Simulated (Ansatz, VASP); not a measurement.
One calculation of Sr, two programs

```
Sr
1.0
     0.00000    2.89023    3.19447
     2.89023    0.00000    3.19447
     2.89023    2.89023    0.00000
Sr
1
Direct
  0.00000 0.00000 0.00000
```

Change from the starting cell: strain -0.050 along x and y, +0.050 along z, atoms carried along.

Alike in both runs: task single point; functional PBEsol; k mesh 10 × 10 × 10; occupations gaussian, width 0.03 eV; no spin polarisation.

```csv
,VASP,Ansatz
version,VASP 6.6.1,Ansatz 0.2.0
potentials or method,"VASP PAW PBE potentials, release 64 (Sr_sv), cutoff 520 eV","scalar-relativistic, plane waves, PAW"
valence electrons in the cell,10,10
```

|  | VASP | Ansatz | Ansatz less VASP |
| --- | --- | --- | --- |
| gap on the k mesh at the Fermi level (eV) | none | none | - |
| pressure (GPa) | -0.4 | -0.4 | -0.01 |
| traceless stress, the component that is largest in VASP (GPa) | -0.46 | -0.46 | +0.002 |

VASP's potentials were made for PBE, not for PBEsol. A gap of «none» marks a metal or a gap that the smearing closes.
